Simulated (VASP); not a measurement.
# C (Pm-3m) in VASP: further runs

The runs below take C through single point, relaxation of cell and atoms, with PBEsol.

Program: VASP 6.6.1. These are calculated values, not measurements. Logs are shortened: lines on timing, memory, paths and dates and some standing lists are left out, and cuts for length are marked.

## Step 1: The cell of the first run

Symmetry: Pm-3m, No. 221, cubic system. Conventional cell: a = 1.771 Å, b = 1.771 Å, c = 1.771 Å, α = 90.00°, β = 90.00°, γ = 90.00°. Within 2.4 Å of C (site symmetry m-3m) lie 6 C at 1.77 Å.

## Step 2: Single point, PBEsol

Contents of INCAR:

```
SYSTEM = C
ALGO = Normal ; EDIFF = 1E-6
ENCUT = 600 ; GGA = PS
GGA_COMPAT = .FALSE. ; ISIF = 2
ISMEAR = 1 ; LASPH = .TRUE.
LCHARG = .FALSE. ; LREAL = .FALSE.
LWAVE = .FALSE. ; NBANDS = 8
NELM = 120 ; PREC = Accurate
SIGMA = 0.05
```

Contents of KPOINTS:

```
k-points
0
G
  10 10 10
  0 0 0
```

Contents of POSCAR:

```
C
1.0
    1.7710314024      0.0000000000      0.0000000000
    0.0000000000      1.7710314024      0.0000000000
    0.0000000000      0.0000000000      1.7710314024
C
1
Direct
    0.0000000000      0.0000000000      0.0000000000
```

Potentials or basis: VASP PAW PBE potentials, release 64 (C).

Launch:

```
cat potpaw_PBE.64/C/POTCAR > POTCAR
mpirun -np 1 vasp_std > vasp.out
```

OUTCAR:

```text
SYSTEM = C
   EDIFF = 1E-6
   ENCUT = 600
   GGA = PS
   ISIF = 2
   ISMEAR = 1
   LASPH = .TRUE.
   LREAL = .FALSE.
   NELM = 120
   PREC = Accurate

 ion  position               nearest neighbor table
   1  0.000  0.000  0.000-

  LATTYP: Found a simple cubic cell.
 ALAT       =     1.7710314024

  Lattice vectors:

 A1 = (   1.7710314024,   0.0000000000,   0.0000000000)
 A2 = (   0.0000000000,   1.7710314024,   0.0000000000)
 A3 = (   0.0000000000,   0.0000000000,   1.7710314024)

Analysis of symmetry for initial positions (statically):
=====================================================================
 Subroutine PRICEL returns:
 Original cell was already a primitive cell.

 Routine SETGRP: Setting up the symmetry group for a
 simple cubic supercell.

 Subroutine GETGRP returns: Found 48 space group operations
 (whereof 48 operations were pure point group operations)
 out of a pool of 48 trial point group operations.

The static configuration has the point symmetry O_h .

Analysis of symmetry for dynamics (positions and initial velocities):
=====================================================================
 Subroutine PRICEL returns:
 Original cell was already a primitive cell.

 Routine SETGRP: Setting up the symmetry group for a
 simple cubic supercell.

 Subroutine GETGRP returns: Found 48 space group operations
 (whereof 48 operations were pure point group operations)
 out of a pool of 48 trial point group operations.

The dynamic configuration has the point symmetry O_h .

 Subroutine INISYM returns: Found 48 space group operations
 (whereof 48 operations are pure point group operations),
 and found     1 'primitive' translations

----------------------------------------------------------------------------------------

                                     Primitive cell

  volume of cell :       5.5549

  direct lattice vectors                    reciprocal lattice vectors
     1.771031402  0.000000000  0.000000000     0.564642727  0.000000000  0.000000000
     0.000000000  1.771031402  0.000000000     0.000000000  0.564642727  0.000000000
     0.000000000  0.000000000  1.771031402     0.000000000  0.000000000  0.564642727

  length of vectors
     1.771031402  1.771031402  1.771031402     0.564642727  0.564642727  0.564642727

  position of ions in fractional coordinates (direct lattice)
     0.000000000  0.000000000  0.000000000

  ion indices of the primitive-cell ions
   primitive index   ion index
                 1           1

----------------------------------------------------------------------------------------

 KPOINTS: k-points

Automatic generation of k-mesh.
 Grid dimensions read from file:
 generate k-points for:   10   10   10

 Generating k-lattice:

  Cartesian coordinates                     Fractional coordinates (reciprocal lattice)
     0.056464273  0.000000000  0.000000000     0.100000000  0.000000000  0.000000000
     0.000000000  0.056464273  0.000000000     0.000000000  0.100000000  0.000000000
     0.000000000  0.000000000  0.056464273     0.000000000  0.000000000  0.100000000

  Length of vectors
     0.056464273  0.056464273  0.056464273

  Shift w.r.t. Gamma in fractional coordinates (k-lattice)
     0.000000000  0.000000000  0.000000000

 Subroutine IBZKPT returns following result:
 ===========================================

 Found     56 irreducible k-points:

 Following reciprocal coordinates:
            Coordinates               Weight
  0.000000  0.000000  0.000000      1.000000
  0.100000  0.000000  0.000000      6.000000
  0.200000  0.000000  0.000000      6.000000
  0.300000  0.000000  0.000000      6.000000
  0.400000  0.000000  0.000000      6.000000
  0.500000  0.000000  0.000000      3.000000
[... 16 lines left out ...]
  0.200000  0.100000  0.100000     24.000000
  0.300000  0.100000  0.100000     24.000000
 [... further k-points ...]
   k-points           NKPTS =     56   k-points in BZ     NKDIM =     56   number of bands    NBANDS=      8
   number of dos      NEDOS =    301   number of ions     NIONS =      1
   total plane-waves  NPLWV =   2744
   dimension x,y,z NGX =    14 NGY =   14 NGZ =   14
   dimension x,y,z NGXF=    28 NGYF=   28 NGZF=   28
   ions per type =               1
   NGX,Y,Z   is equivalent  to a cutoff of  13.14, 13.14, 13.14 a.u.
   NGXF,Y,Z  is equivalent  to a cutoff of  26.28, 26.28, 26.28 a.u.
 SYSTEM =  C
   PREC   = accura    normal or accurate (medium, high low for compatibility)
   ISTART =      0    job   : 0-new  1-cont  2-samecut
   ICHARG =      2    charge: 1-file 2-atom 10-const
   ISPIN  =      1    spin polarized calculation?
   LNONCOLLINEAR =      F non collinear calculations
   LSORBIT =      F    spin-orbit coupling
   LASPH  =      T    aspherical Exc in radial PAW
   ENCUT  =  600.0 eV  44.10 Ry    6.64 a.u.   3.54  3.54  3.54*2*pi/ulx,y,z
   NELM   =    120;   NELMIN=  2; NELMDL= -5     # of ELM steps
[... 22 lines left out ...]
  Fermi-wavevector in a.u.,A,eV,Ry     =   1.467355  2.772899 29.295127  2.153131
  Thomas-Fermi vector in A             =   2.582983
   LORBIT       =      0    0 simple, 1 ext, 2 COOP (PROOUT), +10 PAW based schemes
   GGA     = PS    functional components
   LHFCALC =     F    Hartree Fock is set to
   AEXX    =    0.0000 exact exchange contribution
   IVDW    =     0    specifies the selected vdW correction
   LEPSILON=     F    determine dielectric tensor
   LRPA    =     F    only Hartree local field effects (RPA)
 non-spin polarized calculation
 Methfessel and Paxton  Order N= 1 SIGMA  =   0.05
  energy-cutoff  :      600.00
  volume of cell :        5.55
 maximum number of plane-waves:       196
   NGX =  7   NGY =  7   NGZ =  7

 number of electron       4.0000000 magnetization

 Free energy of the ion-electron system (eV)
  ---------------------------------------------------
  ext. energy  EPLUGINS =         0.00000000
  ---------------------------------------------------
  free energy    TOTEN  =        -7.06269762 eV

  energy without entropy =       -7.06244787  energy(sigma->0) =       -7.06261437

 E-fermi :  10.8656     XC(G=0): -13.9562

 val. band max:       10.8633111257   @ k =   0.5000   0.4000   0.2000
 cond. band min:      10.9936083125   @ k =   0.3000   0.3000   0.3000
 fundamental gap:      0.1302971868
 Fermi energy:        10.8655984391

 k-point     1 :       0.0000    0.0000    0.0000
  band No.  band energies     occupation
      1     -11.3030      2.00000
      2      20.2789      0.00000
      3      20.2789      0.00000
      4      20.2789      0.00000
      5      36.4207      0.00000
      6      36.4207      0.00000
      7      41.8878      0.00000
      8      66.8522      0.00000

 k-point     2 :       0.1000    0.0000    0.0000
  band No.  band energies     occupation
      1     -10.9096      2.00000
      2      17.6702      0.00000
      3      20.5416      0.00000
      4      20.5416      0.00000
      5      36.8631      0.00000
      6      39.1959      0.00000
      7      41.9276      0.00000
      8      64.5688      0.00000

 k-point     3 :       0.2000    0.0000    0.0000
  band No.  band energies     occupation
      1      -9.7315      2.00000
      2      12.6193      0.00000
      3      21.2736      0.00000
      4      21.2736      0.00000
      5      38.1715      0.00000
      6      41.1593      0.00000
      7      45.2774      0.00000
      8      59.7109      0.00000

 k-point     4 :       0.3000    0.0000    0.0000
  band No.  band energies     occupation
      1      -7.7759      2.00000
      2       7.3873      2.00000
      3      22.2878      0.00000
      4      22.2878      0.00000
      5      40.2615      0.00000
      6      40.8514      0.00000
      7      50.0234      0.00000
      8      54.9720      0.00000

 k-point     5 :       0.4000    0.0000    0.0000
  band No.  band energies     occupation
      1      -5.0555      2.00000
      2       2.5907      2.00000
      3      23.2265      0.00000
      4      23.2265      0.00000
      5      40.5214      0.00000
      6      42.8061      0.00000
      7      51.6294      0.00000
      8      51.6294      0.00000
[... 177 lines left out ...]
 k-point    22 :       0.1000    0.1000    0.1000
  band No.  band energies     occupation
      1     -10.1252      2.00000
      2      17.5236      0.00000
      3      17.5236      0.00000
      4      19.9789      0.00000
      5      41.1081      0.00000
      6      41.1081      0.00000
      7      41.3687      0.00000
      8      61.9766      0.00000

 k-point    23 :       0.2000    0.1000    0.1000
  band No.  band energies     occupation
      1      -8.9528      2.00000
      2      12.9995      0.00000
      3      18.3689      0.00000
      4      20.5085      0.00000
      5      40.3040      0.00000
      6      42.0993      0.00000
      7      46.2399      0.00000
      8      55.8044      0.00000

 k-point    24 :       0.3000    0.1000    0.1000
  band No.  band energies     occupation
      1      -7.0084      2.00000
      2       7.9561      2.00000
      3      19.5682      0.00000
      4      21.6166      0.00000
      5      38.6242      0.00000
      6      43.4047      0.00000
      7      50.3170      0.00000
      8      50.7091      0.00000

 [... further k-points ...]
[... 5 lines left out ...]
  --------------------------------------------------------------------------------------
  -------------------------------------------------------------------------------------
  Total        0.0100815      0.0100815      0.0100815     -0.0000000      0.0000000      0.0000000
  in kB        2.9077548      2.9077548      2.9077548     -0.0000000      0.0000000      0.0000000
  external PRESSURE =       2.9077548 kB  Pullay stress =       0.0000000 kB

 VOLUME and BASIS-vectors are now :
 -----------------------------------------------------------------------------
  energy-cutoff  :      600.00
  volume of cell :        5.55
      direct lattice vectors                 reciprocal lattice vectors
     1.771031402  0.000000000  0.000000000     0.564642727  0.000000000  0.000000000
     0.000000000  1.771031402  0.000000000     0.000000000  0.564642727  0.000000000
     0.000000000  0.000000000  1.771031402     0.000000000  0.000000000  0.564642727

 POSITION                                       TOTAL-FORCE (eV/Angst)
 -----------------------------------------------------------------------------------
      0.00000      0.00000      0.00000         0.000000      0.000000      0.000000
 -----------------------------------------------------------------------------------
    total drift:                               -0.000000     -0.000000     -0.000000

  FREE ENERGIE OF THE ION-ELECTRON SYSTEM (eV)
  ---------------------------------------------------
  free  energy   TOTEN  =        -7.0626976160 eV

  energy  without entropy=       -7.0624478700  energy(sigma->0) =       -7.06261437
```

Wall time 2 s (1 thread of Intel Xeon Platinum 8488C (Sapphire Rapids), shared host); peak memory 0.1 GiB.

Results:

```yaml
Free_energy: -7.0627 eV
Pressure: 0.3 GPa
Band_gap_on_the_k_mesh: zero (band 2 reaches 20.28 eV, above the bottom of band 3 at 8.23 eV)
```

Levels at points of the mesh, in eV from the Fermi level:
| k point | band 1 | band 2 | band 3 | band 4 | band 5 |
| --- | --- | --- | --- | --- | --- |
| (0.00, 0.00, 0.00) | -22.17 | 9.41 | 9.41 | 9.41 | 25.56 |
| (0.50, 0.00, 0.00) | -12.63 | -12.27 | 12.76 | 12.76 | 29.52 |
| (0.50, 0.50, 0.00) | -6.05 | -6.05 | -2.64 | 7.98 | 15.46 |
| (0.50, 0.50, 0.50) | -0.93 | -0.93 | -0.93 | 8.78 | 17.39 |

Caveat: the PAW data sets were made with another functional, which shifts forces and pressure a little.

## Step 3: Single point, PBEsol

This run uses another cell than the first one, of 5.37 Å³/atom, 0.967 times its volume.

Contents of INCAR:

```
ALGO     = Normal         # electronic algorithm
EDIFF    = 1E-6           # SCF threshold, eV
ENCUT    = 600            # plane-wave cutoff, eV
GGA      = PS             # functional
GGA_COMPAT= F            
ISIF     = 2              # what is computed and relaxed
ISMEAR   = 1              # smearing method
LASPH    = T              # aspherical terms in the spheres
LCHARG   = F              # write CHGCAR
LREAL    = F              # projectors in reciprocal space
LWAVE    = F              # write WAVECAR
NBANDS   = 8              # bands
NELM     = 120            # most SCF steps
PREC     = Accurate       # precision mode
SIGMA    = 0.05           # smearing width, eV
```

Contents of KPOINTS:

```
k-points
0
Gamma
  11 11 11
```

Contents of POSCAR:

```
C
1.0
    1.7515990289      0.0000000000      0.0000000000
    0.0000000000      1.7515990289      0.0000000000
    0.0000000000      0.0000000000      1.7515990289
C
1
Direct
    0.0000000000      0.0000000000      0.0000000000
```

Potentials or basis: VASP PAW PBE potentials, release 64 (C).

Launch:

```
cat potpaw_PBE.64/C/POTCAR > POTCAR
mpirun -np 1 vasp_std > vasp.out
```

It took 2.1 s on 1 thread of Intel Xeon Platinum 8488C (Sapphire Rapids), shared host; peak memory 0.1 GiB.

It converged, with:

```
Free energy            : -7.0935 eV
Pressure               : 0.3 GPa
Band gap on the k mesh : zero (band 2 reaches 21.07 eV, above the bottom of band 3 at 9.84 eV)
```

Levels at points of the mesh, in eV from the Fermi level:
```tsv
k point	band 1	band 2	band 3	band 4	band 5	band 6
(0.00, 0.00, 0.00)	-23.07	9.28	9.28	9.28	25.50	25.50
```

Caveat: the PAW data sets were made with another functional, which shifts forces and pressure a little.

## Step 4: Relaxation of cell and atoms, PBEsol

Contents of INCAR:

```
PREC = Accurate
ENCUT = 600
EDIFF = 1E-7
ISMEAR = 1
SIGMA = 0.05
LREAL = F
LASPH = T
NELM = 120
ALGO = Normal
ISIF = 3
LWAVE = F
LCHARG = F
GGA = PS
IBRION = 2
NSW = 60
EDIFFG = -0.01
GGA_COMPAT = F
NELMIN = 4
```

Contents of KPOINTS:

```
Automatic mesh
0
Gamma
  11 11 11
```

Contents of POSCAR:

```
C
1.0
    1.7710314024      0.0000000000      0.0000000000
    0.0000000000      1.7710314024      0.0000000000
    0.0000000000      0.0000000000      1.7710314024
C
1
Direct
    0.0000000000      0.0000000000      0.0000000000
```

Launch:

```
cat potpaw_PBE.64/C/POTCAR > POTCAR
mpirun -np 1 vasp_std > vasp.out
```

It took 4.2 s on 1 thread of Intel Xeon Platinum 8488C (Sapphire Rapids), shared host; peak memory 0.11 GiB.

It converged, with:

```
Free energy                            : -7.0940 eV
Relaxed volume                         : 5.38 Å³/atom
Relaxed cell                           : a = 1.752 Å, b = 1.752 Å, c = 1.752 Å, α = 90.00°, β = 90.00°, γ = 90.00°
Space group after relaxing (to 0.05 Å) : Pm-3m (No. 221)
Energy gained by relaxing              : 6.8 meV/atom
Ionic steps                            : 3
Pressure after relaxing                : 0.0 GPa
Band gap on the k mesh                 : zero (band 2 reaches 21.05 eV, above the bottom of band 3 at 9.82 eV)
```

The path:
```
step  energy change (eV)  largest force (eV/Å)  pressure (GPa)  volume (Å³)
   1              0.0000                0.0000          -11.88         5.55
   2             -0.0016                0.0000           11.45         5.23
   3             -0.0068                0.0000           -0.04         5.38
```

Final structure:
```yaml
crystal:
  lattice:
    - [1.75201, 0.00000, 0.00000]
    - [0.00000, 1.75201, 0.00000]
    - [0.00000, 0.00000, 1.75201]
  atoms:
    - { symbol: C, position: [0.00000, 0.00000, 0.00000] }
```

Levels at points of the mesh, in eV from the Fermi level:
```csv
k point,band 1,band 2,band 3,band 4,band 5
"(0.00, 0.00, 0.00)",-23.06,9.27,9.27,9.27,25.49
```

Caveat: the PAW data sets were made with another functional, which shifts forces and pressure a little.

## Step 5: Relaxation of cell and atoms, PBEsol

This run uses another cell than the first one, of 7.41 Å³/atom, 1.335 times its volume.

Contents of INCAR:

```
SYSTEM = C
ALGO     = Normal         ! electronic algorithm
EDIFF    = 1E-7           ! SCF threshold, eV
EDIFFG   = -0.01          ! ionic threshold
ENCUT    = 600            ! plane-wave cutoff, eV
GGA      = PS             ! functional
GGA_COMPAT= .False.      
IBRION   = 2              ! ionic algorithm
ISIF     = 3              ! what is computed and relaxed
ISMEAR   = 1              ! smearing method
LASPH    = .True.         ! aspherical terms in the spheres
LCHARG   = .False.        ! write CHGCAR
LREAL    = .False.        ! projectors in reciprocal space
LWAVE    = .False.        ! write WAVECAR
NELM     = 120            ! most SCF steps
NELMIN   = 4            
NSW      = 60             ! ionic steps
PREC     = Accurate       ! precision mode
SIGMA    = 0.05           ! smearing width, eV
```

Contents of KPOINTS:

```
k-points
0
Gamma
  10 10 10
  0 0 0
```

Contents of POSCAR:

```
C
1.0
    1.9500000000      0.0000000000      0.0000000000
    0.0000000000      1.9500000000      0.0000000000
    0.0000000000      0.0000000000      1.9500000000
C
1
Direct
    0.0000000000      0.0000000000      0.0000000000
```

Launch:

```
cat potpaw_PBE.64/C/POTCAR > POTCAR
mpirun -np 1 vasp_std > vasp.out
```

Wall time 11 s (1 thread of Intel Xeon Platinum 8488C (Sapphire Rapids), shared host); peak memory 0.11 GiB.

The run converged. Its results:

```
Free energy                            : -7.0683 eV
Relaxed volume                         : 5.56 Å³/atom
Relaxed cell                           : a = 1.771 Å, b = 1.771 Å, c = 1.771 Å, α = 90.00°, β = 90.00°, γ = 90.00°
Space group after relaxing (to 0.05 Å) : Pm-3m (No. 221)
Energy gained by relaxing              : 427.4 meV/atom
Ionic steps                            : 15
Pressure after relaxing                : -0.2 GPa
Band gap on the k mesh                 : zero (band 2 reaches 20.26 eV, above the bottom of band 3 at 8.22 eV)
```

Step by step:
```
step  energy change (eV)  largest force (eV/Å)  pressure (GPa)  volume (Å³)
   1              0.0000                0.0000          -57.50         7.41
   2             -0.3455                0.0000           46.25         4.91
   3             -0.4270                0.0000            2.81         5.51
   4             -0.4273                0.0000           -1.32         5.58
   5             -0.4273                0.0000           -1.26         5.57
   6             -0.4273                0.0000           -1.14         5.57
   7             -0.4273                0.0000           -1.14         5.57
   8             -0.4273                0.0000           -1.14         5.57
   9             -0.4273                0.0000           -1.13         5.57
  10             -0.4273                0.0000           -1.12         5.57
  11             -0.4273                0.0000           -1.08         5.57
  12             -0.4273                0.0000           -1.02         5.57
  13             -0.4273                0.0000           -0.90         5.57
  14             -0.4273                0.0000           -0.65         5.57
  15             -0.4274                0.0000           -0.16         5.56
```

Final structure:
```xyz
1
Lattice="1.7714 0.0000 0.0000 0.0000 1.7714 0.0000 0.0000 0.0000 1.7714" Properties=species:S:1:pos:R:3 pbc="T T T"
C     0.0000    0.0000    0.0000
```

Levels at points of the mesh, in eV from the Fermi level:
| k point | band 1 | band 2 | band 3 | band 4 | band 5 |
| --- | --- | --- | --- | --- | --- |
| (0.00, 0.00, 0.00) | -22.16 | 9.41 | 9.41 | 9.41 | 25.55 |
| (0.50, 0.00, 0.00) | -12.62 | -12.26 | 12.75 | 12.75 | 29.51 |
| (0.50, 0.50, 0.00) | -6.04 | -6.04 | -2.64 | 7.99 | 15.45 |
| (0.50, 0.50, 0.50) | -0.93 | -0.93 | -0.93 | 8.76 | 17.39 |

Caveat: the volume moved by over 15 % at a fixed basis, so the end points are rough; the PAW data sets were made with another functional, which shifts forces and pressure a little.

## Step 6: The runs side by side

| task | cell | k mesh | gap on the mesh (eV) | pressure (GPa) | relaxed volume (Å³/atom) |
| --- | --- | --- | --- | --- | --- |
| single point | a = 1.771 Å, 1 atom | 10 × 10 × 10 | none | 0.3 | - |
| single point | a = 1.752 Å, 1 atom | 11 × 11 × 11 | none | 0.3 | - |
| relaxation of cell and atoms | relaxed from a = 1.771 Å, 1 atom | 11 × 11 × 11 | none | 0.0 | 5.38 |
| relaxation of cell and atoms | relaxed from a = 1.950 Å, 1 atom | 10 × 10 × 10 | none | -0.2 | 5.56 |

Alike in all rows: level PBEsol; potentials or basis VASP PAW PBE potentials, release 64 (C); no spin polarisation; cutoff (eV) 600; smearing methfessel-paxton 0.05 eV.

Caveats: the PAW data sets were made with another functional, which shifts forces and pressure a little; the volume moved by over 15 % at a fixed basis, so the end points are rough (some runs).

Absolute energies hang on the potentials; compare differences alone.
